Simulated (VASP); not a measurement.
Input of a VASP 6.6.1 run:

File INCAR:

```
PREC     = Accurate       # precision mode
ENCUT    = 520            # plane-wave cutoff, eV
EDIFF    = 1E-7           # SCF threshold, eV
ISMEAR   = -1             # smearing method
SIGMA    = 0.1            # smearing width, eV
LREAL    = False          # projectors in reciprocal space
LASPH    = True           # aspherical terms in the spheres
NELM     = 60             # most SCF steps
ALGO     = Normal         # electronic algorithm
ISIF     = 2              # what is computed and relaxed
LWAVE    = False          # write WAVECAR
LCHARG   = False          # write CHGCAR
GGA      = RE             # functional
NBANDS   = 9              # bands
```

The input KPOINTS:

```
regular mesh
0
Gamma
  20 20 20
```

Contents of POSCAR:

```
Se
1.0
    0.0000000000      2.1847815212      2.1847815212
    2.1847815212      0.0000000000      2.1847815212
    2.1847815212      2.1847815212      0.0000000000
Se
1
Direct
    0.0000000000      0.0000000000      0.0000000000
```

Potentials or basis: VASP PAW PBE potentials, release 64 (Se).

The run is started by

```sh
$ cat potpaw_PBE.64/Se/POTCAR > POTCAR
$ mpirun -np 1 vasp_std > vasp.out
```

Question: Predict the pressure.

Answer: -0.2 GPa.

Question: Estimate the band gap on the k mesh.

Answer: Zero (bands 3 and 4 overlap by 5.03 eV).

Caveat: the PAW data sets were made with another functional, which shifts forces and pressure a little.
